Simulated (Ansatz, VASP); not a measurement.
**One calculation of Hf3As4, two programs**

```xyz
7
Lattice="5.5322 0.0000 0.0000 0.0000 5.5322 0.0000 0.0000 0.0000 5.5322" Properties=species:S:1:pos:R:3 pbc="T T T"
Hf    0.0000    0.0000    2.7661
Hf    2.7661    0.0000    0.0000
Hf    0.0000    2.7661    0.0000
As    1.5728    3.9594    1.5728
As    3.9594    1.5728    1.5728
As    1.5728    1.5728    3.9594
As    3.9594    3.9594    3.9594
```

Change from the starting cell: species swapped into the Sn3As4 type (P-43m, No. 215).

Alike in both runs: task relaxation of cell and atoms; functional PBE; k mesh 4 × 4 × 4; occupations gaussian, width 0.1 eV; no spin polarisation.

|  | VASP | Ansatz |
| --- | --- | --- |
| version | VASP 6.6.1 | Ansatz 0.2.0 |
| potentials or method | VASP PAW PBE potentials, release 64 (Hf_pv, As), cutoff 600 eV | scalar-relativistic, plane waves, PAW |
| valence electrons in the cell | 50 | 138 |

Ansatz gave:

| Item | Value |
| --- | --- |
| gap on the k mesh at the Fermi level, each at its own relaxed structure (eV) | 1.06 |
| relaxed volume (Å³/atom) | 28.80 |
| relaxed length of the cell vector where the two differ most in proportion (Å) | 5.864 |

Which values does VASP return?

gap on the k mesh at the Fermi level, each at its own relaxed structure (eV): 1.05; relaxed volume (Å³/atom): 28.88; relaxed length of the cell vector where the two differ most in proportion (Å): 5.869.

VASP's potentials hold 50 valence electrons a cell and Ansatz's 138, so a difference there can come from the potentials and not from the codes.

Neither program's run includes spin-orbit coupling. Noted on VASP's run: the volume moved by over 15 % at a fixed basis, so the end points are rough.
